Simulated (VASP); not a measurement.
**Hf4Cl: single point with PBE**

Crystal: Hf4Cl.

```xyz
10
Lattice="0.0000 4.1009 4.1009 4.1009 0.0000 4.1009 4.1009 4.1009 0.0000" Properties=species:S:1:pos:R:3 pbc="T T T"
Hf    2.1096    4.1009    4.1009
Hf    6.0923    4.1009    4.1009
Hf    4.1009    2.1096    4.1009
Hf    4.1009    6.0923    4.1009
Hf    4.1009    4.1009    2.1096
Hf    4.1009    4.1009    6.0923
Hf    2.0505    2.0505    2.0505
Hf    6.1514    6.1514    6.1514
Cl    4.1009    4.1009    4.1009
Cl    0.0000    0.0000    0.0000
```

The cell was built from a structure type or drawn by symmetry, and may not be a known phase.

* Program: VASP 6.6.1
* Task: single point
* Functional: PBE
* Potentials or basis: VASP PAW PBE potentials, release 64 (Hf_pv, Cl)
* Cutoff: 520 eV
* k mesh: 4 × 4 × 4
* Occupations: gaussian, width 0.1 eV
* Spin: no spin polarisation
* Dipole correction: no
* Further INCAR settings: ALGO = Normal; EDIFF = 1e-06; NBANDS = 58

```json
{"Pressure": "136.2 GPa", "Largest force": "6.265 eV/Å", "Band gap on the k mesh": "zero (bands 47 and 48 overlap by 1.23 eV)"}
```

Forces in eV/Å, atoms in the order of the input:
```
Hf  -6.265  0.000  0.000
Hf   6.265  0.000  0.000
Hf   0.000 -6.265  0.000
Hf   0.000  6.265  0.000
Hf   0.000  0.000 -6.265
Hf   0.000  0.000  6.265
Hf   0.000  0.000  0.000
Hf   0.000  0.000  0.000
Cl   0.000  0.000  0.000
Cl   0.000  0.000  0.000
```

Levels at points of the mesh, in eV from the Fermi level:
```tsv
k point	band 43	band 44	band 45	band 46	band 47	band 48	band 49	band 50
(0.00, 0.00, 0.00)	0.15	0.15	0.15	0.39	0.39	0.39	0.79	0.79
(0.50, 0.00, 0.00)	-2.22	-2.22	-0.95	-0.43	0.10	0.10	0.16	0.16
(0.50, 0.50, 0.00)	-1.97	-1.97	-1.89	-0.73	-0.57	0.07	0.07	0.74
```

Run time: 4.2 min on 1 thread of AMD EPYC 7R43 64-Core Processor (Zen 3), with other jobs on the host, peak memory 0.29 GiB.

Caveat: the cell stands under pressure; spin-orbit coupling is left out, which moves the levels of the heavy elements; forces of over 1 eV/Å act on the atoms, so gaps and moduli don't describe the material at rest.
